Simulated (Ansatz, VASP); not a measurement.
**Two plane-wave programs on BeTe**

```
Be Te
1.0
     0.00000    2.77741    2.77741
     2.77741    0.00000    2.77741
     2.77741    2.77741    0.00000
Be Te
1 1
Direct
  0.00000 0.00000 0.00000
  0.25000 0.25000 0.25000
```

Alike in both runs: functional LDA; k mesh 8 × 8 × 8; occupations gaussian, width 0.02 eV; no spin polarisation.

Ansatz relaxed the structure, and its values are those at the end. VASP's run is a single point on that final structure, the one shown.

|  | VASP | Ansatz |
| --- | --- | --- |
| version | VASP 6.6.1 | Ansatz 0.2.0 |
| potentials or method | VASP PAW LDA potentials, release 64 (Be, Te), cutoff 600 eV | scalar-relativistic, plane waves, PAW |
| valence electrons in the cell | 8 | 18 |

|  | VASP | Ansatz | Ansatz less VASP |
| --- | --- | --- | --- |
| gap on the k mesh at the Fermi level (eV) | 1.77 | 1.79 | +0.019 |
| least direct gap on the mesh (eV) | 3.55 | 3.59 | +0.037 |
| pressure (GPa) | 0.3 | 0.0 | -0.27 |

Ansatz warns that its potentials were made for another functional, while VASP's fit it. LDA's correlation is that of Perdew and Zunger in VASP and of Perdew and Wang (1992) in Ansatz. VASP's potentials hold 8 valence electrons a cell and Ansatz's 18, so a difference there can come from the potentials and not from the codes.

Spin-orbit coupling is off throughout.
